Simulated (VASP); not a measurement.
# TiB2 (P6/mmm) in VASP: relaxation of cell and atoms with PBEsol

Aim: the relaxation of cell and atoms of TiB2 with PBEsol.

Everything below comes from runs of VASP 6.6.1. Logs are shortened: lines on timing, memory, paths and dates and some standing lists are left out, and cuts for length are marked.

**1. The cell of the first run**

The structure is hexagonal, space group P6/mmm (No. 191). The conventional cell has a = 3.026 Å, b = 3.026 Å, c = 3.229 Å, α = 90.00°, β = 90.00°, γ = 120.00°. Within 3.1 Å of Ti (site symmetry 6/mmm) lie 12 B at 2.38 Å and 6 Ti at 3.03 Å. B (site symmetry -6m2) has 3 B at 1.75 Å and 6 Ti at 2.38 Å within 2.4 Å.

**2. Relaxation of cell and atoms, PBEsol**

INCAR reads:

```
SYSTEM = TiB2
  ALGO = Normal
  EDIFF = 1E-6
  EDIFFG = -0.002
  ENCUT = 600
  GGA = PS
  IBRION = 2
  ISIF = 3
  ISMEAR = 0
  LASPH = .True.
  LCHARG = .False.
  LREAL = .False.
  LWAVE = .False.
  NELM = 60
  NSW = 100
  PREC = Accurate
  SIGMA = 0.1
```

KPOINTS reads:

```
k-points
0
Gamma
  15 15 12
  0 0 0
```

POSCAR reads:

```
TiB2
1.0
    3.0259273100      0.0000000000      0.0000000000
   -1.5129636600      2.6205299200      0.0000000000
    0.0000000000      0.0000000000      3.2287677100
Ti B
1 2
Direct
    0.0000000000      0.0000000000      0.0000000000
    0.3333333300      0.6666666700      0.5000000000
    0.6666666700      0.3333333300      0.5000000000
```

Potentials or basis: VASP PAW PBE potentials, release 64 (Ti_sv, B).

The run is started by

```sh
cat potpaw_PBE.64/Ti_sv/POTCAR potpaw_PBE.64/B/POTCAR > POTCAR
mpirun -np 1 vasp_std > vasp.out
```

OUTCAR:

```text
SYSTEM = TiB2
   EDIFF = 1E-6
   EDIFFG = -0.002
   ENCUT = 600
   GGA = PS
   IBRION = 2
   ISIF = 3
   ISMEAR = 0
   LASPH = .True.
   LREAL = .False.
   NELM = 60
   NSW = 100
   PREC = Accurate

 ion  position               nearest neighbor table
   1  0.000  0.000  0.000-   2 2.38   3 2.38   2 2.38   3 2.38   3 2.38   3 2.38   2 2.38   2 2.38
                             3 2.38   3 2.38   2 2.38   2 2.38
   2  0.333  0.667  0.500-   3 1.75   3 1.75   3 1.75   1 2.38   1 2.38   1 2.38   1 2.38   1 2.38
                             1 2.38
   3  0.667  0.333  0.500-   2 1.75   2 1.75   2 1.75   1 2.38   1 2.38   1 2.38   1 2.38   1 2.38
                             1 2.38

  LATTYP: Found a hexagonal cell.
 ALAT       =     3.0259273100
 C/A-ratio  =     1.0670341285

  Lattice vectors:

 A1 = (   3.0259273100,   0.0000000000,   0.0000000000)
 A2 = (  -1.5129636600,   2.6205299200,   0.0000000000)
 A3 = (   0.0000000000,   0.0000000000,   3.2287677100)

Analysis of symmetry for initial positions (statically):
=====================================================================
 Subroutine PRICEL returns:
 Original cell was already a primitive cell.

 Routine SETGRP: Setting up the symmetry group for a
 hexagonal supercell.

 Subroutine GETGRP returns: Found 24 space group operations
 (whereof 24 operations were pure point group operations)
 out of a pool of 24 trial point group operations.

The static configuration has the point symmetry D_6h.

Analysis of symmetry for dynamics (positions and initial velocities):
=====================================================================
 Subroutine PRICEL returns:
 Original cell was already a primitive cell.

 Routine SETGRP: Setting up the symmetry group for a
 hexagonal supercell.

 Subroutine GETGRP returns: Found 24 space group operations
 (whereof 24 operations were pure point group operations)
 out of a pool of 24 trial point group operations.

The dynamic configuration has the point symmetry D_6h.

 Subroutine INISYM returns: Found 24 space group operations
 (whereof 24 operations are pure point group operations),
 and found     1 'primitive' translations

----------------------------------------------------------------------------------------

                                     Primitive cell

  volume of cell :      25.6026

  direct lattice vectors                    reciprocal lattice vectors
     3.025927310  0.000000000  0.000000000     0.330477205  0.190801104  0.000000000
    -1.512963660  2.620529920  0.000000000     0.000000000  0.381602207  0.000000000
     0.000000000  0.000000000  3.228767710     0.000000000  0.000000000  0.309715684

  length of vectors
     3.025927310  3.025927312  3.228767710     0.381602207  0.381602207  0.309715684

  position of ions in fractional coordinates (direct lattice)
     0.000000000  0.000000000  0.000000000
     0.333333330  0.666666670  0.500000000
     0.666666670  0.333333330  0.500000000

  ion indices of the primitive-cell ions
   primitive index   ion index
                 1           1
                 2           2
                 3           3

----------------------------------------------------------------------------------------

 KPOINTS: k-points

Automatic generation of k-mesh.
 Grid dimensions read from file:
 generate k-points for:   15   15   12

 Generating k-lattice:

  Cartesian coordinates                     Fractional coordinates (reciprocal lattice)
     0.022031814  0.012720074  0.000000000     0.066666667  0.000000000  0.000000000
     0.000000000  0.025440147  0.000000000     0.000000000  0.066666667  0.000000000
     0.000000000  0.000000000  0.025809640     0.000000000  0.000000000  0.083333333

  Length of vectors
     0.025440147  0.025440147  0.025809640

  Shift w.r.t. Gamma in fractional coordinates (k-lattice)
     0.000000000  0.000000000  0.000000000

 Subroutine IBZKPT returns following result:
 ===========================================

 Found    189 irreducible k-points:

 Following reciprocal coordinates:
            Coordinates               Weight
  0.000000  0.000000  0.000000      1.000000
  0.066667 -0.000000  0.000000      6.000000
  0.133333 -0.000000  0.000000      6.000000
  0.200000 -0.000000  0.000000      6.000000
  0.266667 -0.000000  0.000000      6.000000
  0.333333  0.000000  0.000000      6.000000
[... 16 lines left out ...]
  0.333333  0.200000  0.000000     12.000000
  0.400000  0.200000  0.000000      6.000000
 [... further k-points ...]
   k-points           NKPTS =    189   k-points in BZ     NKDIM =    189   number of bands    NBANDS=     13
   number of dos      NEDOS =    301   number of ions     NIONS =      3
   total plane-waves  NPLWV =  16128
   dimension x,y,z NGX =    24 NGY =   24 NGZ =   28
   dimension x,y,z NGXF=    48 NGYF=   48 NGZF=   56
   ions per type =               1   2
   NGX,Y,Z   is equivalent  to a cutoff of  13.19, 13.19, 14.42 a.u.
   NGXF,Y,Z  is equivalent  to a cutoff of  26.37, 26.37, 28.83 a.u.
 SYSTEM =  TiB2
   PREC   = accura    normal or accurate (medium, high low for compatibility)
   ISTART =      0    job   : 0-new  1-cont  2-samecut
   ICHARG =      2    charge: 1-file 2-atom 10-const
   ISPIN  =      1    spin polarized calculation?
   LNONCOLLINEAR =      F non collinear calculations
   LSORBIT =      F    spin-orbit coupling
   LASPH  =      T    aspherical Exc in radial PAW
   ENCUT  =  600.0 eV  44.10 Ry    6.64 a.u.   6.04  6.04  6.45*2*pi/ulx,y,z
   NELM   =     60;   NELMIN=  2; NELMDL= -5     # of ELM steps
   EDIFF  = 0.1E-05   stopping-criterion for ELM
   LREAL  =      F    real-space projection
   EDIFFG = -.2E-02   stopping-criterion for IOM
   NSW    =    100    number of steps for IOM
   IBRION =      2    ionic relax: 0-MD 1-quasi-New 2-CG
   NFREE  =      1    steps in history (QN), initial steepest desc. (CG)
   ISIF   =      3    stress and relaxation
   ISYM   =      2    0-nonsym 1-usesym 2-fastsym
   POTIM  = 0.5000    time-step for ionic-motion
   TEBEG  =    0.0;   TEEND  =   0.0 temperature during run
   PSTRESS=    0.0 pullay stress
   NELECT =      18.0000    total number of electrons
   NUPDOWN=      -1.0000    fix difference up-down
   EMIN   =  10.00;   EMAX   =-10.00  energy-range for DOS
   EFERMI =   0.00;   METHOD = LEGACY
   ISMEAR =     0;   SIGMA  =   0.10  broadening in eV -4-tet -1-fermi 0-gaus
   EFERMI_NEDOS =   21; number of points for ismear=-14 and -15
   IALGO  =     38    algorithm
   IMIX   =      4    mixing-type and parameters
     AMIX     =   0.40;   BMIX     =  1.00
     AMIX_MAG =   1.60;   BMIX_MAG =  1.00
  volume/ion in A,a.u.               =       8.53        57.59
  Fermi-wavevector in a.u.,A,eV,Ry     =   1.455697  2.750868 28.831460  2.119053
  Thomas-Fermi vector in A             =   2.572701
   LORBIT       =      0    0 simple, 1 ext, 2 COOP (PROOUT), +10 PAW based schemes
   GGA     = PS    functional components
   LHFCALC =     F    Hartree Fock is set to
   AEXX    =    0.0000 exact exchange contribution
   IVDW    =     0    specifies the selected vdW correction
   LEPSILON=     F    determine dielectric tensor
   LRPA    =     F    only Hartree local field effects (RPA)
 conjugate gradient relaxation of ions
 non-spin polarized calculation
 Gauss-broadening in eV      SIGMA  =   0.10
  energy-cutoff  :      600.00
  volume of cell :       25.60
 maximum number of plane-waves:       876
   NGX = 13   NGY = 13   NGZ = 13

--------------------------------------- Ionic step        1  -------------------------------------------

 number of electron      18.0000003 magnetization

 Free energy of the ion-electron system (eV)
  ---------------------------------------------------
  ext. energy  EPLUGINS =         0.00000000
  ---------------------------------------------------
  free energy    TOTEN  =       -25.78663977 eV

  energy without entropy =      -25.78467315  energy(sigma->0) =      -25.78565646

 E-fermi :   9.9499     XC(G=0): -12.8816

 val. band max:        9.9260047534   @ k =   0.0667  -0.0000   0.2500
 cond. band min:       9.9686599852   @ k =   0.0667   0.0667   0.3333
 fundamental gap:      0.0426552318
 Fermi energy:         9.9498552702

 k-point     1 :       0.0000    0.0000    0.0000
  band No.  band energies     occupation
      1     -46.7693      2.00000
      2     -23.2326      2.00000
      3     -22.9053      2.00000
      4     -22.9053      2.00000
      5      -3.5536      2.00000
      6       7.3390      2.00000
      7       7.3390      2.00000
      8       7.6084      2.00000
      9       7.7709      2.00000
     10      11.8261      0.00000
     11      11.8261      0.00000
     12      13.6122      0.00000
     13      13.6122      0.00000

 k-point     2 :       0.0667   -0.0000    0.0000
  band No.  band energies     occupation
      1     -46.7668      2.00000
      2     -23.2295      2.00000
      3     -22.9239      2.00000
      4     -22.9095      2.00000
      5      -3.4676      2.00000
      6       7.0903      2.00000
      7       7.3246      2.00000
      8       7.5369      2.00000
      9       7.8158      2.00000
     10      11.8002      0.00000
     11      11.9772      0.00000
     12      13.2469      0.00000
     13      13.3037      0.00000
[... 476 lines left out ...]
 VOLUME and BASIS-vectors are now :
 -----------------------------------------------------------------------------
  energy-cutoff  :      600.00
  volume of cell :       25.14
      direct lattice vectors                 reciprocal lattice vectors
     3.019278759  0.000000000  0.000000000     0.331204927  0.191221254  0.000000000
    -1.509639385  2.614772106  0.000000000    -0.000000000  0.382442507  0.000000000
    -0.000000000 -0.000000000  3.184888858    -0.000000000 -0.000000000  0.313982699

 POSITION                                       TOTAL-FORCE (eV/Angst)
 -----------------------------------------------------------------------------------
      1.50964      2.61477      0.00000        -0.000000      0.000000      0.000000
     -0.00000      1.74318      1.59244        -0.000000     -0.000000     -0.000000
      1.50964      0.87159      1.59244         0.000000      0.000000      0.000000
 -----------------------------------------------------------------------------------
    total drift:                                0.000000     -0.000000     -0.000000

  FREE ENERGIE OF THE ION-ELECTRON SYSTEM (eV)
  ---------------------------------------------------
  free  energy   TOTEN  =       -25.7949133869 eV

  energy  without entropy=      -25.7928277772  energy(sigma->0) =      -25.79387058

--------------------------------------- Ionic step        5  -------------------------------------------

 number of electron      18.0000004 magnetization

 Free energy of the ion-electron system (eV)
  ---------------------------------------------------
  ext. energy  EPLUGINS =         0.00000000
  ---------------------------------------------------
  free energy    TOTEN  =       -25.79491871 eV

  energy without entropy =      -25.79283721  energy(sigma->0) =      -25.79387796

 E-fermi :  10.1516     XC(G=0): -12.9717

 val. band max:       10.1439862735   @ k =   0.2667   0.2000   0.0000
 cond. band min:      10.1562588787   @ k =   0.0667  -0.0000   0.2500
 fundamental gap:      0.0122726052
 Fermi energy:        10.1515945525

 k-point     1 :       0.0000    0.0000    0.0000
  band No.  band energies     occupation
      1     -46.5069      2.00000
      2     -22.9663      2.00000
      3     -22.6452      2.00000
      4     -22.6452      2.00000
      5      -3.4367      2.00000
      6       7.4277      2.00000
      7       7.4277      2.00000
      8       7.9319      2.00000
      9       7.9570      2.00000
     10      12.0890      0.00000
     11      12.0890      0.00000
     12      13.9699      0.00000
     13      13.9699      0.00000

 k-point     2 :       0.0667   -0.0000    0.0000
  band No.  band energies     occupation
      1     -46.5044      2.00000
      2     -22.9631      2.00000
      3     -22.6645      2.00000
      4     -22.6496      2.00000
      5      -3.3498      2.00000
      6       7.1808      2.00000
      7       7.4158      2.00000
      8       7.8529      2.00000
      9       7.9994      2.00000
     10      12.0628      0.00000
     11      12.2485      0.00000
     12      13.5760      0.00000
     13      13.6328      0.00000
[... 365 lines left out ...]
 VOLUME and BASIS-vectors are now :
 -----------------------------------------------------------------------------
  energy-cutoff  :      600.00
  volume of cell :       25.14
      direct lattice vectors                 reciprocal lattice vectors
     3.018749495  0.000000000  0.000000000     0.331262995  0.191254780  0.000000000
    -1.509374752  2.614313750 -0.000000000    -0.000000000  0.382509559  0.000000000
    -0.000000000 -0.000000000  3.185796558    -0.000000000 -0.000000000  0.313893239

 POSITION                                       TOTAL-FORCE (eV/Angst)
 -----------------------------------------------------------------------------------
     -0.00000     -0.00000      0.00000         0.000000      0.000000     -0.000000
     -0.00000      1.74288      1.59290         0.000000     -0.000000      0.000000
      1.50937      0.87144      1.59290        -0.000000      0.000000      0.000000
 -----------------------------------------------------------------------------------
    total drift:                                0.000000     -0.000000     -0.000000

  FREE ENERGIE OF THE ION-ELECTRON SYSTEM (eV)
  ---------------------------------------------------
  free  energy   TOTEN  =       -25.7949187148 eV

  energy  without entropy=      -25.7928372116  energy(sigma->0) =      -25.79387796

 reached required accuracy - stopping structural energy minimisation
```

It took 3.3 min on 1 thread of Intel Xeon 8259CL, shared host; peak memory 0.21 GiB.

Results:

| Quantity | Value |
| --- | --- |
| Free energy | -25.7949 eV |
| Relaxed volume | 8.38 Å³/atom |
| Relaxed cell | a = 3.019 Å, b = 3.019 Å, c = 3.186 Å, α = 90.00°, β = 90.00°, γ = 120.00° |
| Space group after relaxing (to 0.1 Å) | P6/mmm (No. 191) |
| Energy gained by relaxing | 2.8 meV/atom |
| Ionic steps | 5 |
| Pressure after relaxing | 0.0 GPa |
| Band gap on the k mesh | zero (bands 9 and 10 overlap by 0.72 eV) |

Step by step:
| step | energy change (eV) | largest force (eV/Å) | pressure (GPa) | volume (Å³) |
| --- | --- | --- | --- | --- |
| 1 | 0.0000 | 0.0000 | -4.27 | 25.60 |
| 2 | -0.0033 | 0.0000 | 4.21 | 24.77 |
| 3 | -0.0075 | 0.0000 | 0.45 | 25.12 |
| 4 | -0.0083 | 0.0000 | 0.00 | 25.14 |
| 5 | -0.0083 | 0.0000 | 0.00 | 25.14 |

Final structure:
```yaml
crystal:
  lattice:
    - [3.01875, 0.00000, 0.00000]
    - [-1.50937, 2.61431, 0.00000]
    - [0.00000, 0.00000, 3.18580]
  atoms:
    - { symbol: Ti, position: [0.00000, 0.00000, 0.00000] }
    - { symbol: B, position: [0.33333, 0.66667, 0.50000] }
    - { symbol: B, position: [0.66667, 0.33333, 0.50000] }
```

Levels at points of the mesh, in eV from the Fermi level:
```
           k point  band 6  band 7  band 8  band 9  band 10  band 11  band 12  band 13
(0.00, 0.00, 0.00)   -2.72   -2.72   -2.22   -2.19     1.94     1.94     3.82     3.82
(0.00, 0.00, 0.50)   -7.71   -0.58   -0.58   -0.28    -0.28     0.42     0.42     1.78
```

Caveat: the PAW data sets were made with another functional, which shifts forces and pressure a little.
